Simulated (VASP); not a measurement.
BaTiO3:

```xyz
5
Lattice="2.8274 1.6324 2.3184 -2.8274 1.6324 2.3184 0.0000 -3.2648 2.3184" Properties=species:S:1:pos:R:3 pbc="T T T"
Ba    0.0000    0.0000    0.0000
Ti    0.0000    0.0000    3.3698
O     1.3885   -0.8017    2.3988
O    -1.3885   -0.8017    2.3988
O     0.0000    1.6033    2.3988
```

Base run:

- Program: VASP 6.6.1
- Functional: PBE
- Potentials or basis: VASP PAW PBE potentials, release 64 (Ba_sv, Ti_sv, O)
- Cutoff: 520 eV
- k mesh: 7 × 7 × 7
- Occupations: fermi-dirac, width 0.05 eV
- Spin: no spin polarisation

Its results: band gap on the k mesh 2.44 eV (least direct gap 2.78 eV); pressure 6.9 GPa; largest force 0.214 eV/Å.

Q: The run is repeated on the same cell with these changes: functional from PBE to PBEsol; further incar settings from ALGO = Normal; EDIFF = 1e-06; NBANDS = 28 to ALGO = Normal; EDIFF = 1e-07; NBANDS = 28. What comes out?

A: Band gap on the k mesh 2.40 eV (least direct gap 2.74 eV); pressure 0.6 GPa; largest force 0.143 eV/Å.

Caveats: spin-orbit coupling is left out, which moves the levels of the heavy elements; the cell stands under pressure (at least some runs); the PAW data sets were made with another functional, which shifts forces and pressure a little (at least some runs).

A k mesh can miss the band edges.
